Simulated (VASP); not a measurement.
Input of a VASP 6.6.1 run:

The input INCAR:

```
ALGO = Normal
EDIFF = 1E-6
ENCUT = 500
GGA_COMPAT = False
ISIF = 2
ISMEAR = 1
LASPH = True
LCHARG = True
LELF = True
LREAL = False
LVHAR = True
LWAVE = False
NBANDS = 17
NELM = 120
PREC = Accurate
SIGMA = 0.02
```

File KPOINTS:

```
k-points
0
Gamma
  6 6 6
```

File POSCAR:

```
SnSe
1.0
    0.0000000000      3.0100000000      3.0100000000
    3.0100000000      0.0000000000      3.0100000000
    3.0100000000      3.0100000000      0.0000000000
Sn Se
1 1
Direct
    0.0000000000      0.0000000000      0.0000000000
    0.5000000000      0.5000000000      0.5000000000
```

Potentials or basis: VASP PAW LDA potentials, release 64 (Sn_d, Se).

The run is started by

```bash
$ cat potpaw_LDA.64/Sn_d/POTCAR potpaw_LDA.64/Se/POTCAR > POTCAR
$ mpirun -np 1 vasp_std > vasp.out
```

(1) Estimate the pressure.

(2) Predict the band gap on the k mesh.

Results:

(1) -3.6 GPa.

(2) 0.62 eV.

Caveat: the cell stands under tension; spin-orbit coupling is left out, which moves the levels of the heavy elements.
